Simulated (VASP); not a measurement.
# Ta (Im-3m) in VASP: notebook

The runs below take Ta through relaxation of cell and atoms, with PBE.

Everything below comes from runs of VASP 6.6.1. Logs are shortened: lines on timing, memory, paths and dates and some standing lists are left out, and cuts for length are marked.

### 1 The cell of the first run

The structure is cubic, space group Im-3m (No. 229). Conventional cell: a = 3.303 Å, b = 3.303 Å, c = 3.303 Å, α = 90.00°, β = 90.00°, γ = 90.00°. Ta (site symmetry m-3m) has 14 Ta at 2.86 to 3.30 Å within 3.8 Å.

### 2 Relaxation of cell and atoms, PBE, target pressure 15 GPa, at which the enthalpy is minimised

Contents of INCAR:

```
SYSTEM = Ta
PREC     = Accurate       ! precision mode
ENCUT    = 600            ! plane-wave cutoff, eV
EDIFF    = 1E-6           ! SCF threshold, eV
ISMEAR   = -1             ! smearing method
SIGMA    = 0.05           ! smearing width, eV
LREAL    = .FALSE.        ! projectors in reciprocal space
LASPH    = .TRUE.         ! aspherical terms in the spheres
NELM     = 100            ! most SCF steps
ALGO     = Normal         ! electronic algorithm
ISIF     = 3              ! what is computed and relaxed
LWAVE    = .FALSE.        ! write WAVECAR
LCHARG   = .FALSE.        ! write CHGCAR
GGA      = PE             ! functional
IBRION   = 2              ! ionic algorithm
NSW      = 60             ! ionic steps
EDIFFG   = -0.02          ! ionic threshold
PSTRESS  = 150.0
```

Contents of KPOINTS:

```
Automatic mesh
0
G
  7 7 7
  0 0 0
```

Contents of POSCAR:

```
Ta
1.0
   -1.6512800000      1.6512800000      1.6512800000
    1.6512800000     -1.6512800000      1.6512800000
    1.6512800000      1.6512800000     -1.6512800000
Ta
1
Direct
    0.0000000000      0.0000000000      0.0000000000
```

Potentials or basis: VASP PAW PBE potentials, release 64 (Ta_pv).

On the command line:

```console
$ cat potpaw_PBE.64/Ta_pv/POTCAR > POTCAR
$ mpirun -np 1 vasp_std > vasp.out
```

OUTCAR:

```text
SYSTEM = Ta
   PREC = Accurate
   ENCUT = 600
   EDIFF = 1E-6
   ISMEAR = -1
   LREAL = .FALSE.
   LASPH = .TRUE.
   NELM = 100
   ISIF = 3
   GGA = PE
   IBRION = 2
   NSW = 60
   EDIFFG = -0.02
   PSTRESS = 150.0

 ion  position               nearest neighbor table
   1  0.000  0.000  0.000-

  LATTYP: Found a body centered cubic cell.
 ALAT       =     3.3025600000

  Lattice vectors:

 A1 = (  -1.6512800000,   1.6512800000,   1.6512800000)
 A2 = (   1.6512800000,  -1.6512800000,   1.6512800000)
 A3 = (   1.6512800000,   1.6512800000,  -1.6512800000)

Analysis of symmetry for initial positions (statically):
=====================================================================
 Subroutine PRICEL returns:
 Original cell was already a primitive cell.

 Routine SETGRP: Setting up the symmetry group for a
 body centered cubic supercell.

 Subroutine GETGRP returns: Found 48 space group operations
 (whereof 48 operations were pure point group operations)
 out of a pool of 48 trial point group operations.

The static configuration has the point symmetry O_h .

Analysis of symmetry for dynamics (positions and initial velocities):
=====================================================================
 Subroutine PRICEL returns:
 Original cell was already a primitive cell.

 Routine SETGRP: Setting up the symmetry group for a
 body centered cubic supercell.

 Subroutine GETGRP returns: Found 48 space group operations
 (whereof 48 operations were pure point group operations)
 out of a pool of 48 trial point group operations.

The dynamic configuration has the point symmetry O_h .

 Subroutine INISYM returns: Found 48 space group operations
 (whereof 48 operations are pure point group operations),
 and found     1 'primitive' translations

----------------------------------------------------------------------------------------

                                     Primitive cell

  volume of cell :      18.0104

  direct lattice vectors                    reciprocal lattice vectors
    -1.651280000  1.651280000  1.651280000     0.000000000  0.302795407  0.302795407
     1.651280000 -1.651280000  1.651280000     0.302795407  0.000000000  0.302795407
     1.651280000  1.651280000 -1.651280000     0.302795407  0.302795407  0.000000000

  length of vectors
     2.860100858  2.860100858  2.860100858     0.428217371  0.428217371  0.428217371

  position of ions in fractional coordinates (direct lattice)
     0.000000000  0.000000000  0.000000000

  ion indices of the primitive-cell ions
   primitive index   ion index
                 1           1

----------------------------------------------------------------------------------------

 KPOINTS: Automatic mesh

Automatic generation of k-mesh.
 Grid dimensions read from file:
 generate k-points for:    7    7    7

 Generating k-lattice:

  Cartesian coordinates                     Fractional coordinates (reciprocal lattice)
     0.000000000  0.043256487  0.043256487     0.142857143  0.000000000  0.000000000
     0.043256487  0.000000000  0.043256487     0.000000000  0.142857143  0.000000000
     0.043256487  0.043256487  0.000000000     0.000000000  0.000000000  0.142857143

  Length of vectors
     0.061173910  0.061173910  0.061173910

  Shift w.r.t. Gamma in fractional coordinates (k-lattice)
     0.000000000  0.000000000  0.000000000

 Subroutine IBZKPT returns following result:
 ===========================================

 Found     20 irreducible k-points:

 Following reciprocal coordinates:
            Coordinates               Weight
  0.000000  0.000000  0.000000      1.000000
  0.142857  0.000000  0.000000     12.000000
  0.285714  0.000000  0.000000     12.000000
  0.428571  0.000000  0.000000     12.000000
  0.142857  0.142857  0.000000     24.000000
  0.285714  0.142857  0.000000     48.000000
[... 12 lines left out ...]
 -0.428571 -0.428571  0.285714      8.000000
 -0.428571  0.428571  0.428571      6.000000
   k-points           NKPTS =     20   k-points in BZ     NKDIM =     20   number of bands    NBANDS=      9
   number of dos      NEDOS =    301   number of ions     NIONS =      1
   total plane-waves  NPLWV =  13824
   dimension x,y,z NGX =    24 NGY =   24 NGZ =   24
   dimension x,y,z NGXF=    48 NGYF=   48 NGZF=   48
   ions per type =               1
   NGX,Y,Z   is equivalent  to a cutoff of  13.95, 13.95, 13.95 a.u.
   NGXF,Y,Z  is equivalent  to a cutoff of  27.90, 27.90, 27.90 a.u.
 SYSTEM =  Ta
   PREC   = accura    normal or accurate (medium, high low for compatibility)
   ISTART =      0    job   : 0-new  1-cont  2-samecut
   ICHARG =      2    charge: 1-file 2-atom 10-const
   ISPIN  =      1    spin polarized calculation?
   LNONCOLLINEAR =      F non collinear calculations
   LSORBIT =      F    spin-orbit coupling
   LASPH  =      T    aspherical Exc in radial PAW
   ENCUT  =  600.0 eV  44.10 Ry    6.64 a.u.   5.71  5.71  5.71*2*pi/ulx,y,z
   NELM   =    100;   NELMIN=  2; NELMDL= -5     # of ELM steps
   EDIFF  = 0.1E-05   stopping-criterion for ELM
   LREAL  =      F    real-space projection
   EDIFFG = -.2E-01   stopping-criterion for IOM
   NSW    =     60    number of steps for IOM
   IBRION =      2    ionic relax: 0-MD 1-quasi-New 2-CG
   NFREE  =      1    steps in history (QN), initial steepest desc. (CG)
   ISIF   =      3    stress and relaxation
   ISYM   =      2    0-nonsym 1-usesym 2-fastsym
   POTIM  = 0.5000    time-step for ionic-motion
   TEBEG  =    0.0;   TEEND  =   0.0 temperature during run
   PSTRESS=  150.0 pullay stress
   NELECT =      11.0000    total number of electrons
   NUPDOWN=      -1.0000    fix difference up-down
   EMIN   =  10.00;   EMAX   =-10.00  energy-range for DOS
   EFERMI =   0.00;   METHOD = LEGACY
   ISMEAR =    -1;   SIGMA  =   0.05  broadening in eV -4-tet -1-fermi 0-gaus
   EFERMI_NEDOS =   21; number of points for ismear=-14 and -15
   IALGO  =     38    algorithm
   IMIX   =      4    mixing-type and parameters
     AMIX     =   0.40;   BMIX     =  1.00
     AMIX_MAG =   1.60;   BMIX_MAG =  1.00
  volume/ion in A,a.u.               =      18.01       121.54
  Fermi-wavevector in a.u.,A,eV,Ry     =   1.388988  2.624806 26.249534  1.929286
  Thomas-Fermi vector in A             =   2.513061
   LORBIT       =      0    0 simple, 1 ext, 2 COOP (PROOUT), +10 PAW based schemes
   GGA     = PE    functional components
   LHFCALC =     F    Hartree Fock is set to
   AEXX    =    0.0000 exact exchange contribution
   IVDW    =     0    specifies the selected vdW correction
   LEPSILON=     F    determine dielectric tensor
   LRPA    =     F    only Hartree local field effects (RPA)
 conjugate gradient relaxation of ions
 non-spin polarized calculation
  energy-cutoff  :      600.00
  volume of cell :       18.01
 maximum number of plane-waves:       610
   NGX = 11   NGY = 11   NGZ = 11

--------------------------------------- Ionic step        1  -------------------------------------------

 number of electron      11.0000002 magnetization

 Free energy of the ion-electron system (eV)
  ---------------------------------------------------
  ext. energy  EPLUGINS =         0.00000000
  ---------------------------------------------------
  free energy    TOTEN  =       -11.84055557 eV

  energy without entropy =      -11.83519793  energy(sigma->0) =      -11.83787675

------------------------ aborting loop because EDIFF is reached ----------------------------------------

  FORCE on cell =-STRESS in cart. coord.  units (eV):
  Direction    XX          YY          ZZ          XY          YZ          ZX
  --------------------------------------------------------------------------------------
  -------------------------------------------------------------------------------------
  Total        0.4365344      0.4365344      0.4365344      0.0000000     -0.0000000      0.0000000
  in kB       38.8335352     38.8335352     38.8335352      0.0000000     -0.0000000      0.0000000
  external PRESSURE =    -111.1664648 kB  Pullay stress =     150.0000000 kB

 VOLUME and BASIS-vectors are now :
 -----------------------------------------------------------------------------
  energy-cutoff  :      600.00
  volume of cell :       18.01
      direct lattice vectors                 reciprocal lattice vectors
    -1.651280000  1.651280000  1.651280000     0.000000000  0.302795407  0.302795407
     1.651280000 -1.651280000  1.651280000     0.302795407  0.000000000  0.302795407
     1.651280000  1.651280000 -1.651280000     0.302795407  0.302795407  0.000000000
[... 81 lines left out ...]
  FREE ENERGIE OF THE ION-ELECTRON SYSTEM (eV)
  ---------------------------------------------------
  free  energy   TOTEN  =       -11.8005945381 eV

  energy  without entropy=      -11.7945247944  energy(sigma->0) =      -11.79755967

  enthalpy is  TOTEN    =       -10.1828907622 eV   P V=        1.6177037759

--------------------------------------- Ionic step        4  -------------------------------------------

 number of electron      11.0000000 magnetization

 Free energy of the ion-electron system (eV)
  ---------------------------------------------------
  ext. energy  EPLUGINS =         0.00000000
  ---------------------------------------------------
  free energy    TOTEN  =       -11.79496934 eV

  energy without entropy =      -11.78877740  energy(sigma->0) =      -11.79187337

 E-fermi :   5.6863     XC(G=0): -12.8572

 val. band max:        5.6843428086   @ k =   0.2857   0.0000   0.0000
 cond. band min:       5.8215571760   @ k =  -0.2857   0.2857   0.1429
 fundamental gap:      0.1372143674
 Fermi energy:         5.6863330357

 k-point     1 :       0.0000    0.0000    0.0000
  band No.  band energies     occupation
      1     -27.0720      2.00000
      2     -27.0720      2.00000
      3     -27.0720      2.00000
      4      -2.2272      2.00000
      5       6.5700      0.00000
      6       6.5700      0.00000
      7       6.5700      0.00000
      8      10.0098      0.00000
      9      10.0098      0.00000

 k-point     2 :       0.1429    0.0000    0.0000
  band No.  band energies     occupation
      1     -27.3483      2.00000
      2     -27.1566      2.00000
      3     -27.0738      2.00000
      4      -1.3095      2.00000
      5       6.0020      0.00362
      6       6.3020      0.00001
      7       7.5053      0.00000
      8       9.3553      0.00000
      9      10.0309      0.00000
[... 236 lines left out ...]
 POSITION                                       TOTAL-FORCE (eV/Angst)
 -----------------------------------------------------------------------------------
      0.00000      0.00000      3.25331        -0.000000      0.000000     -0.000000
 -----------------------------------------------------------------------------------
    total drift:                               -0.000000      0.000000      0.000000

  FREE ENERGIE OF THE ION-ELECTRON SYSTEM (eV)
  ---------------------------------------------------
  free  energy   TOTEN  =       -11.7949693437 eV

  energy  without entropy=      -11.7887774049  energy(sigma->0) =      -11.79187337

  enthalpy is  TOTEN    =       -10.1831034033 eV   P V=        1.6118659404

 reached required accuracy - stopping structural energy minimisation
```

Run time: 8.5 s. Hardware: 1 thread of Intel Xeon 6975P-C, shared host; peak memory 0.15 GiB.

Results:

- Free energy: -11.7950 eV
- Relaxed volume: 17.22 Å³/atom
- Relaxed cell: a = 2.817 Å, b = 2.817 Å, c = 2.817 Å, α = 109.47°, β = 109.47°, γ = 109.47°
- Space group after relaxing (to 0.05 Å): Im-3m (No. 229)
- Energy change on relaxing (the enthalpy is what falls): +45.6 meV/atom
- Ionic steps: 4
- Pressure after relaxing: 14.9 GPa

Step by step:
```tsv
step	energy change (eV)	largest force (eV/Å)	pressure (GPa)	volume (Å³)
1	0.0000	0.0000	3.88	18.01
2	0.5555	0.0000	60.07	14.95
3	0.0400	0.0000	13.98	17.28
4	0.0456	0.0000	14.94	17.22
```

Final structure:
```xyz
1
Lattice="-1.6267 1.6267 1.6267 1.6267 -1.6267 1.6267 1.6267 1.6267 -1.6267" Properties=species:S:1:pos:R:3 pbc="T T T"
Ta    0.0000    0.0000    3.2533
```

Levels at points of the mesh, in eV from the Fermi level:
| k point | band 3 | band 4 | band 5 | band 6 | band 7 | band 8 |
| --- | --- | --- | --- | --- | --- | --- |
| (0.00, 0.00, 0.00) | -32.76 | -7.91 | 0.88 | 0.88 | 0.88 | 4.32 |

Caveat: the k points lie up to 0.39 Å⁻¹ apart in the final cell; the cell is relaxed towards a set pressure, so the enthalpy falls and the energy may rise; spin-orbit coupling is left out, which moves the levels of the heavy elements.

### 3 Relaxation of cell and atoms, PBE, target pressure 30 GPa, at which the enthalpy is minimised

Contents of INCAR:

```
SYSTEM = Ta
ALGO = Normal
EDIFF = 1E-6
EDIFFG = -0.02
ENCUT = 600
GGA = PE
IBRION = 2
ISIF = 3
ISMEAR = -1
LASPH = .True.
LCHARG = .False.
LREAL = .False.
LWAVE = .False.
NELM = 80
NSW = 60
PREC = Accurate
PSTRESS = 300.0
SIGMA = 0.05
```

Contents of KPOINTS:

```
k-points
0
Gamma
  7 7 7
  0 0 0
```

POSCAR is that of step 2.

Potentials or basis: VASP PAW PBE potentials, release 64 (Ta_pv).

On the command line:

```console
$ cat potpaw_PBE.64/Ta_pv/POTCAR > POTCAR
$ mpirun -np 1 vasp_std > vasp.out
```

Run time: 11 s. Hardware: 1 thread of Intel Xeon 6975P-C, shared host; peak memory 0.15 GiB.

Results (log left out):

```
Free energy                                            : -11.6748 eV
Relaxed volume                                         : 16.35 Å³/atom
Relaxed cell                                           : a = 2.769 Å, b = 2.769 Å, c = 2.769 Å, α = 109.47°, β = 109.47°, γ = 109.47°
Space group after relaxing (to 0.05 Å)                 : Im-3m (No. 229)
Energy change on relaxing (the enthalpy is what falls) : +165.8 meV/atom
Ionic steps                                            : 5
Pressure after relaxing                                : 30.0 GPa
```

Step by step:
```csv
step,energy change (eV),largest force (eV/Å),pressure (GPa),volume (Å³)
1,0.0000,0.0000,3.88,18.01
2,3.3212,0.0000,218.48,11.39
3,0.1341,0.0000,26.61,16.53
4,0.1597,0.0000,29.37,16.38
5,0.1658,0.0000,29.99,16.35
```

Final structure:
```
CELL_PARAMETERS angstrom
-1.59885 1.59885 1.59885
1.59885 -1.59885 1.59885
1.59885 1.59885 -1.59885
ATOMIC_POSITIONS crystal
Ta 0.00000 0.00000 0.00000
```

Levels at points of the mesh, in eV from the Fermi level:
```csv
k point,band 1,band 2,band 3,band 4,band 5,band 6,band 7,band 8,band 9
"(0.00, 0.00, 0.00)",-32.54,-32.54,-32.54,-8.09,0.88,0.88,0.88,4.51,4.51
```

Caveat: the k points lie up to 0.40 Å⁻¹ apart in the final cell; the cell is relaxed towards a set pressure, so the enthalpy falls and the energy may rise; spin-orbit coupling is left out, which moves the levels of the heavy elements.

(Part 1 of 2 ends here.)
